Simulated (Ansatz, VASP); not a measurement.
**One calculation of CdTe, two programs**

```
Cd Te
1.0
     0.00000    2.72550    2.72550
     2.72550    0.00000    2.72550
     2.72550    2.72550    0.00000
Cd Te
1 1
Direct
  0.00000 0.00000 0.00000
  0.50000 0.50000 0.50000
```

Change from the starting cell: volume scaled by 0.72, PAW files.

Alike in both runs: task single point; functional r2SCAN; k mesh 13 × 13 × 13; occupations fermi-dirac, width 0.05 eV; no spin polarisation.

|  | VASP | Ansatz |
| --- | --- | --- |
| version | VASP 6.6.1 | Ansatz 0.2.0 |
| potentials or method | VASP PAW PBE potentials, release 64 (Cd, Te) | PAW with Ansatz's default frozen-core files, scalar-relativistic |
| plane-wave cutoff (eV) | 520 | 500 |
| valence electrons in the cell | 18 | 36 |

Ansatz gave:

| Property | Result |
| --- | --- |
| pressure (GPa) | 38.4 |

Task: Which values does VASP return?

Result: Pressure (GPa): 39.3.

VASP's potentials were made for PBE, not for r2SCAN. Both programs put the cell under a high pressure, so it lies far from rest at this level. The functional is the same, so the differences come from potentials, cutoffs and numerics. VASP's potentials hold 18 valence electrons a cell and Ansatz's 36, so a difference there can come from the potentials and not from the codes.

Neither program's run includes spin-orbit coupling.
